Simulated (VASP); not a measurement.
# MgO (P-6m2) in VASP: elastic constants with PBEsol

Aim: the elastic constants of MgO with PBEsol.

All numbers are computed with VASP 6.6.1; they aren't measurements. Logs are shortened: lines on timing, memory, paths and dates and some standing lists are left out, and cuts for length are marked.

## 1. The cell of the first run

It takes space group P-6m2 (No. 187, hexagonal). The conventional cell has a = 2.909 Å, b = 2.909 Å, c = 2.657 Å, α = 90.00°, β = 90.00°, γ = 120.00°. Mg (site symmetry -6m2) has 6 O at 2.14 Å and 2 Mg at 2.66 Å within 2.8 Å. Within 2.8 Å of O (site symmetry -6m2) lie 6 Mg at 2.14 Å and 2 O at 2.66 Å.

## 2. Elastic constants, PBEsol

INCAR reads:

```
ALGO = Normal ; EDIFF = 1E-8
ENCUT = 600 ; GGA = PS
GGA_COMPAT = F ; IBRION = 6
ISIF = 3 ; ISMEAR = 0
LASPH = T ; LCHARG = F
LREAL = F ; LWAVE = F
NELM = 120 ; NFREE = 2
NSW = 1 ; POTIM = 0.015
PREC = Accurate ; SIGMA = 0.01
```

KPOINTS reads:

```
k-points
0
Gamma
  12 12 8
```

POSCAR reads:

```
MgO
1.0
    2.9089943108      0.0000000000      0.0000000000
   -1.4544971554      2.5192629726      0.0000000000
    0.0000000000      0.0000000000      2.6572357035
Mg O
1 1
Direct
    0.0000000000      0.0000000000      0.0000000000
    0.3333333333      0.6666666667      0.5000000000
```

Potentials or basis: VASP PAW PBE potentials, release 64 (Mg, O).

Run with:

```
$ cat potpaw_PBE.64/Mg/POTCAR potpaw_PBE.64/O/POTCAR > POTCAR
$ mpirun -np 1 vasp_std > vasp.out
```

OUTCAR:

```text
EDIFF = 1E-8
   ENCUT = 600
   GGA = PS
   IBRION = 6
   ISIF = 3
   ISMEAR = 0
   LASPH = T
   LREAL = F
   NELM = 120
   NFREE = 2
   NSW = 1
   POTIM = 0.015
   PREC = Accurate

 ion  position               nearest neighbor table
   1  0.000  0.000  0.000-   2 2.14   2 2.14   2 2.14   2 2.14   2 2.14   2 2.14
   2  0.333  0.667  0.500-   1 2.14   1 2.14   1 2.14   1 2.14   1 2.14   1 2.14

  LATTYP: Found a hexagonal cell.
 ALAT       =     2.9089943108
 C/A-ratio  =     0.9134551050

  Lattice vectors:

 A1 = (   2.9089943108,   0.0000000000,   0.0000000000)
 A2 = (  -1.4544971554,   2.5192629726,   0.0000000000)
 A3 = (   0.0000000000,   0.0000000000,   2.6572357035)

Analysis of symmetry for initial positions (statically):
=====================================================================
 Subroutine PRICEL returns:
 Original cell was already a primitive cell.

 Routine SETGRP: Setting up the symmetry group for a
 hexagonal supercell.

 Subroutine GETGRP returns: Found 12 space group operations
 (whereof 12 operations were pure point group operations)
 out of a pool of 24 trial point group operations.

The static configuration has the point symmetry D_3h.

Analysis of symmetry for dynamics (positions and initial velocities):
=====================================================================
 Subroutine PRICEL returns:
 Original cell was already a primitive cell.

 Routine SETGRP: Setting up the symmetry group for a
 hexagonal supercell.

 Subroutine GETGRP returns: Found 12 space group operations
 (whereof 12 operations were pure point group operations)
 out of a pool of 24 trial point group operations.

The dynamic configuration has the point symmetry D_3h.

 Subroutine INISYM returns: Found 12 space group operations
 (whereof 12 operations are pure point group operations),
 and found     1 'primitive' translations

----------------------------------------------------------------------------------------

                                     Primitive cell

  volume of cell :      19.4736

  direct lattice vectors                    reciprocal lattice vectors
     2.908994311  0.000000000  0.000000000     0.343761415  0.198470745  0.000000000
    -1.454497155  2.519262973  0.000000000     0.000000000  0.396941491  0.000000000
     0.000000000  0.000000000  2.657235704     0.000000000  0.000000000  0.376330936

  length of vectors
     2.908994311  2.908994311  2.657235704     0.396941491  0.396941491  0.376330936

  position of ions in fractional coordinates (direct lattice)
     0.000000000  0.000000000  0.000000000
     0.333333333  0.666666667  0.500000000

  ion indices of the primitive-cell ions
   primitive index   ion index
                 1           1
                 2           2

----------------------------------------------------------------------------------------

 KPOINTS: k-points

Automatic generation of k-mesh.
 Grid dimensions read from file:
 generate k-points for:   12   12    8

 Generating k-lattice:

  Cartesian coordinates                     Fractional coordinates (reciprocal lattice)
     0.028646785  0.016539229  0.000000000     0.083333333  0.000000000  0.000000000
     0.000000000  0.033078458  0.000000000     0.000000000  0.083333333  0.000000000
     0.000000000  0.000000000  0.047041367     0.000000000  0.000000000  0.125000000

  Length of vectors
     0.033078458  0.033078458  0.047041367

  Shift w.r.t. Gamma in fractional coordinates (k-lattice)
     0.000000000  0.000000000  0.000000000

 Subroutine IBZKPT returns following result:
 ===========================================

 Found     95 irreducible k-points:

 Following reciprocal coordinates:
            Coordinates               Weight
  0.000000  0.000000  0.000000      1.000000
  0.083333  0.000000  0.000000      6.000000
[... 53 lines left out ...]
   NUPDOWN=      -1.0000    fix difference up-down
   EMIN   =  10.00;   EMAX   =-10.00  energy-range for DOS
   EFERMI =   0.00;   METHOD = LEGACY
   ISMEAR =     0;   SIGMA  =   0.01  broadening in eV -4-tet -1-fermi 0-gaus
   EFERMI_NEDOS =   21; number of points for ismear=-14 and -15
   IALGO  =     38    algorithm
   IMIX   =      4    mixing-type and parameters
     AMIX     =   0.40;   BMIX     =  1.00
     AMIX_MAG =   1.60;   BMIX_MAG =  1.00
  volume/ion in A,a.u.               =       9.74        65.71
  Fermi-wavevector in a.u.,A,eV,Ry     =   1.216997  2.299790 20.151324  1.481081
  Thomas-Fermi vector in A             =   2.352332
   LORBIT       =      0    0 simple, 1 ext, 2 COOP (PROOUT), +10 PAW based schemes
   GGA     = PS    functional components
   LHFCALC =     F    Hartree Fock is set to
   AEXX    =    0.0000 exact exchange contribution
   IVDW    =     0    specifies the selected vdW correction
   LEPSILON=     F    determine dielectric tensor
   LRPA    =     F    only Hartree local field effects (RPA)
 finite differences with symmetry
 non-spin polarized calculation
 Gauss-broadening in eV      SIGMA  =   0.01
  energy-cutoff  :      600.00
  volume of cell :       19.47
 maximum number of plane-waves:       670
 NGX is ok and might be reduce to    24
   NGX = 11   NGY = 11   NGZ = 11

--------------------------------------- Ionic step        1  -------------------------------------------

 number of electron       7.9999997 magnetization

 Free energy of the ion-electron system (eV)
  ---------------------------------------------------
  ext. energy  EPLUGINS =         0.00000000
  ---------------------------------------------------
  free energy    TOTEN  =       -11.82689158 eV

  energy without entropy =      -11.82689158  energy(sigma->0) =      -11.82689158

------------------------ aborting loop because EDIFF is reached ----------------------------------------

  FORCE on cell =-STRESS in cart. coord.  units (eV):
  Direction    XX          YY          ZZ          XY          YZ          ZX
  --------------------------------------------------------------------------------------
  -------------------------------------------------------------------------------------
  Total       -0.0758563     -0.0758563     -0.0876007      0.0000000     -0.0000000      0.0000000
  in kB       -6.2410190     -6.2410190     -7.2072823      0.0000000     -0.0000000      0.0000000
  external PRESSURE =      -6.5631067 kB  Pullay stress =       0.0000000 kB
[... 89 lines left out ...]
  FREE ENERGIE OF THE ION-ELECTRON SYSTEM (eV)
  ---------------------------------------------------
  free  energy   TOTEN  =       -11.8232801860 eV

  energy  without entropy=      -11.8232801860  energy(sigma->0) =      -11.82328019

[... ionic steps 4 to 18 ...]

--------------------------------------- Ionic step       19  -------------------------------------------

 number of electron       7.9999999 magnetization

------------------------ aborting loop because EDIFF is reached ----------------------------------------
[... 67 lines left out ...]
--------------------------------------- Ionic step       21  -------------------------------------------

 number of electron       7.9999997 magnetization

 Free energy of the ion-electron system (eV)
  ---------------------------------------------------
  ext. energy  EPLUGINS =         0.00000000
  ---------------------------------------------------
  free energy    TOTEN  =       -11.82643233 eV

  energy without entropy =      -11.82643233  energy(sigma->0) =      -11.82643233

 E-fermi :   3.4777     XC(G=0): -11.0870

 val. band max:        3.3883082074   @ k =   0.3333   0.3333   0.0000
 cond. band min:       6.5295395596   @ k =   0.0000   0.0000   0.0000
 fundamental gap:      3.1412313522
 Fermi energy:         3.4776866110

 k-point     1 :       0.0000    0.0000    0.0000
  band No.  band energies     occupation
      1     -14.1235      2.00000
      2       2.7783      2.00000
      3       2.7783      2.00000
      4       2.9733      2.00000
      5       6.5295      0.00000
      6      15.1786      0.00000
      7      19.1058      0.00000
      8      19.1058      0.00000
[... 243 lines left out ...]
 k-point    24 :       0.3333    0.0000    0.1250
  band No.  band energies     occupation
      1     -13.2001      2.00000
      2      -0.6441      2.00000
      3       2.2800      2.00000
      4       2.4758      2.00000
      5       9.9302      0.00000
      6      14.1189      0.00000
      7      17.6225      0.00000
      8      20.6253      0.00000

 [... further k-points ...]

------------------------ aborting loop because EDIFF is reached ----------------------------------------

  FORCE on cell =-STRESS in cart. coord.  units (eV):
  Direction    XX          YY          ZZ          XY          YZ          ZX
  --------------------------------------------------------------------------------------
  -------------------------------------------------------------------------------------
  Total       -0.0733897     -0.0733897     -0.0844564      0.0000000     -0.0000000      0.0000000
  in kB       -6.0380893     -6.0380893     -6.9485876      0.0000000     -0.0000000      0.0000000
  external PRESSURE =      -6.3415888 kB  Pullay stress =       0.0000000 kB
[... 17 lines left out ...]
  FREE ENERGIE OF THE ION-ELECTRON SYSTEM (eV)
  ---------------------------------------------------
  free  energy   TOTEN  =       -11.8264323250 eV

  energy  without entropy=      -11.8264323250  energy(sigma->0) =      -11.82643233

 INTERNAL STRAIN TENSORS FROM STRAINED CELLS
 ============================================

 INTERNAL STRAIN TENSOR FOR ION    1 for displacements in x,y,z  (eV/Angst):
          X           Y           Z          XY          YZ          ZX
  --------------------------------------------------------------------------------
  x     0.00000     0.00000    -0.00000    -0.44556     0.00000     0.00000
  y    -0.45119     0.45602    -0.00000     0.00002     0.00014     0.00008
  z     0.00000     0.00000     0.00000     0.00000     0.00021     0.00000

 INTERNAL STRAIN TENSORS FROM DISPLACED ATOMS
 ============================================

 INTERNAL STRAIN TENSOR FOR ION    1 for displacements in x,y,z  (eV/Angst):
          X           Y           Z          XY          YZ          ZX
  --------------------------------------------------------------------------------
  x     0.00000     0.00000     0.00000    -0.44715     0.00000     0.00000
  y    -0.44715     0.44715     0.00000     0.00000     0.00000     0.00000
  z     0.00000     0.00000     0.00000    -0.00000     0.00000     0.00000

 INTERNAL STRAIN TENSOR FOR ION    2 for displacements in x,y,z  (eV/Angst):
          X           Y           Z          XY          YZ          ZX
  --------------------------------------------------------------------------------
  x    -0.00000     0.00000     0.00000     0.44339     0.00000     0.00000
  y     0.44339    -0.44339     0.00000     0.00000     0.00000     0.00000
  z     0.00000     0.00000     0.00000     0.00000     0.00000     0.00000

 Eigenvectors and eigenvalues of the dynamical matrix
 ----------------------------------------------------

   1 f  =   10.175346 THz    63.933586 2PiTHz  339.413014 cm-1    42.081831 meV
             X         Y         Z           dx          dy          dz
      0.000000  0.000000  0.000000     0.000000   -0.000000   -0.630174
     -0.000000  1.679509  1.328618    -0.000000    0.000000    0.776454
[... 21 lines left out ...]
   6 f/i=    0.007651 THz     0.048072 2PiTHz    0.255209 cm-1     0.031642 meV
             X         Y         Z           dx          dy          dz
      0.000000  0.000000  0.000000     0.534260    0.562879    0.000000
     -0.000000  1.679509  1.328618     0.434165    0.457422    0.000000

--------------------------------------------------------------------------------------------------------

 ELASTIC MODULI CONTR FROM IONIC RELAXATION (kBar)
 Direction    XX          YY          ZZ          XY          YZ          ZX
 --------------------------------------------------------------------------------
 XX          -4.2641      4.2641      0.0000      0.0000      0.0000      0.0000
 YY           4.2641     -4.2641      0.0000     -0.0000      0.0000      0.0000
 ZZ           0.0000      0.0000      0.0000      0.0000      0.0000      0.0000
 XY           0.0000     -0.0000      0.0000     -4.2641      0.0000      0.0000
 YZ           0.0000      0.0000      0.0000      0.0000      0.0000      0.0000
 ZX           0.0000      0.0000      0.0000      0.0000      0.0000      0.0000
 --------------------------------------------------------------------------------

 TOTAL ELASTIC MODULI (kBar)
 Direction    XX          YY          ZZ          XY          YZ          ZX
 --------------------------------------------------------------------------------
 XX        3372.1069    899.3692   -251.6600      0.0000     -0.0000     -0.0000
 YY         899.3692   3372.1069   -251.6600     -0.0000      0.0000     -0.0000
 ZZ        -251.6600   -251.6600   5615.9437      0.0000      0.0000     -0.0000
 XY           0.0000     -0.0000      0.0000   1236.3689      0.0000      0.0000
 YZ           0.0000      0.0000      0.0000      0.0000     28.1170      0.0000
 ZX          -0.0000      0.0000     -0.0000     -0.0000      0.0000     28.1170
 --------------------------------------------------------------------------------
```

Run time: 13 min. Hardware: 1 thread of Intel Xeon 8259CL, shared host; peak memory 0.28 GiB.

Results:

| Item | Value |
| --- | --- |
| Voigt bulk modulus | 146 GPa |
| Highest phonon frequency at Γ, LO-TO splitting left out | 339 cm⁻¹ |

Phonon frequencies in cm⁻¹ (negative: imaginary):
```csv
q point,frequencies
"(0.000, 0.000, 0.000)",0 0 0 328 328 339
```

Elastic tensor in Voigt notation (GPa, in the Cartesian axes of the cell as first typed):
```
337  90 -25   0   0   0
 90 337 -25   0   0   0
-25 -25 562   0   0   0
  0   0   0   3   0   0
  0   0   0   0   3   0
  0   0   0   0   0 124
```

Clamped-ion elastic tensor (GPa):
```
338  90 -25   0   0   0
 90 338 -25   0   0   0
-25 -25 562   0   0   0
  0   0   0   3   0   0
  0   0   0   0   3   0
  0   0   0   0   0 124
```

Caveat: the PAW data sets were made with another functional, which shifts forces and pressure a little.
